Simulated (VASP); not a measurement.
Crystal: TiO2.

```
Ti O
1.0
     4.50594    0.00000    0.00000
     0.00000    4.50594    0.00000
     0.00000    0.00000    2.89880
Ti O
2 4
Direct
  0.00000 0.00000 0.50000
  0.50000 0.50000 0.00000
  0.30432 0.30432 0.50000
  0.19568 0.80432 0.00000
  0.80432 0.19568 0.00000
  0.69568 0.69568 0.50000
```

Base run:

- Program: VASP 6.6.1
- Functional: PBE
- Potentials or basis: VASP PAW PBE potentials, release 64 (Ti_sv, O)
- Cutoff: 520 eV
- k mesh: 6 × 6 × 9
- Occupations: fermi-dirac, width 0.05 eV
- Spin: no spin polarisation

Its results: band gap on the k mesh 1.99 eV, direct; pressure 22.4 GPa; largest force 0.338 eV/Å.

Problem. The run is repeated on the same cell with these changes: functional from PBE to PBEsol; further incar settings from ALGO = Normal; EDIFF = 1e-07; NBANDS = 33 to ALGO = Normal; EDIFF = 1e-06; NBANDS = 33. What comes out?

Solution. Band gap on the k mesh 1.95 eV, direct; pressure 14.5 GPa; largest force 0.267 eV/Å.

Caveats: the PAW data sets were made with another functional, which shifts forces and pressure a little (some runs).

A k mesh can miss the band edges.
